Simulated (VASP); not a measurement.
Input of a VASP 6.6.1 run:

INCAR

```
  ALGO = Normal
  EDIFF = 1E-6
  ENCUT = 520
  GGA = PE
  ISIF = 2
  ISMEAR = -1
  LASPH = True
  LCHARG = False
  LREAL = False
  LWAVE = False
  NBANDS = 10
  NELM = 80
  PREC = Accurate
  SIGMA = 0.05
```

File KPOINTS:

```
k-points
0
Gamma
  10 10 10
```

The input POSCAR:

```
K
1.0
    0.0000000000      3.2453002525      3.2453002525
    3.2453002525      0.0000000000      3.2453002525
    3.2453002525      3.2453002525      0.0000000000
K
1
Direct
    0.0000000000      0.0000000000      0.0000000000
```

Potentials or basis: VASP PAW PBE potentials, release 64 (K_sv).

Launch:

```sh
$ cat potpaw_PBE.64/K_sv/POTCAR > POTCAR
$ mpirun -np 1 vasp_std > vasp.out
```

Estimate the pressure.

0.3 GPa.
